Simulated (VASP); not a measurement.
Write the native input for VASP 6.6.1 that does the following.

- Task: single point
- Functional: r2SCAN
- Potentials or basis: VASP PAW PBE potentials, release 64 (Mg, I)
- Cutoff: 520 eV
- k mesh: 6 × 6 × 6
- Occupations: fermi-dirac, width 0.02 eV
- Spin: no spin polarisation
- Dipole correction: no
- Further INCAR settings: ALGO = Normal; EDIFF = 1e-06; NBANDS = 15

Crystal: MgI2.

```
Mg I
1.0
     0.00000    3.75572    3.75572
     3.75572    0.00000    3.75572
     3.75572    3.75572    0.00000
Mg I
1 2
Direct
  0.00000 0.00000 0.00000
  0.25000 0.25000 0.25000
  0.75000 0.75000 0.75000
```

The input as run:

POSCAR

```
MgI2
1.0
    0.0000000000      3.7557205824      3.7557205824
    3.7557205824      0.0000000000      3.7557205824
    3.7557205824      3.7557205824      0.0000000000
Mg I
1 2
Direct
    0.0000000000      0.0000000000      0.0000000000
    0.2500000000      0.2500000000      0.2500000000
    0.7500000000      0.7500000000      0.7500000000
```

INCAR.step1

```
SYSTEM = MgI2
PREC     = Accurate       ! precision mode
ENCUT    = 520            ! plane-wave cutoff, eV
ISMEAR   = -1             ! smearing method
SIGMA    = 0.02           ! smearing width, eV
LREAL    = .FALSE.        ! projectors in reciprocal space
LASPH    = .TRUE.         ! aspherical terms in the spheres
NELM     = 60             ! most SCF steps
NBANDS   = 15             ! bands
GGA      = PE             ! functional
ALGO     = Normal         ! electronic algorithm
EDIFF    = 1E-4           ! SCF threshold, eV
LWAVE    = .TRUE.         ! write WAVECAR
LCHARG   = .FALSE.        ! write CHGCAR
```

INCAR.step2

```
SYSTEM = MgI2
PREC     = Accurate       ! precision mode
ENCUT    = 520            ! plane-wave cutoff, eV
EDIFF    = 1E-6           ! SCF threshold, eV
ISMEAR   = -1             ! smearing method
SIGMA    = 0.02           ! smearing width, eV
LREAL    = .FALSE.        ! projectors in reciprocal space
LASPH    = .TRUE.         ! aspherical terms in the spheres
NELM     = 60             ! most SCF steps
ALGO     = Normal         ! electronic algorithm
ISIF     = 2              ! what is computed and relaxed
LWAVE    = .FALSE.        ! write WAVECAR
LCHARG   = .FALSE.        ! write CHGCAR
METAGGA  = R2SCAN         ! meta-GGA
LMIXTAU  = .TRUE.       
NBANDS   = 15             ! bands
ISTART   = 1
```

KPOINTS

```
regular mesh
0
G
  6 6 6
  0 0 0
```

Potentials or basis: VASP PAW PBE potentials, release 64 (Mg, I).

The run is started by

```bash
$ cat potpaw_PBE.64/Mg/POTCAR potpaw_PBE.64/I/POTCAR > POTCAR
$ cp INCAR.step1 INCAR
$ mpirun -np 1 vasp_std > vasp.out
$ cp INCAR.step2 INCAR
$ mpirun -np 1 vasp_std > vasp.out
```

It gave:

The pressure is -0.1 GPa and the band gap on the k mesh is 1.29 eV (least direct gap 1.51 eV).

Caveat: the PAW data sets were made with another functional, which shifts forces and pressure a little; spin-orbit coupling is left out, which moves the levels of the heavy elements.

It took 85 s on 1 thread of Intel(R) Xeon(R) Platinum 8488C (Sapphire Rapids) (shared host), peak memory 0.27 GiB.
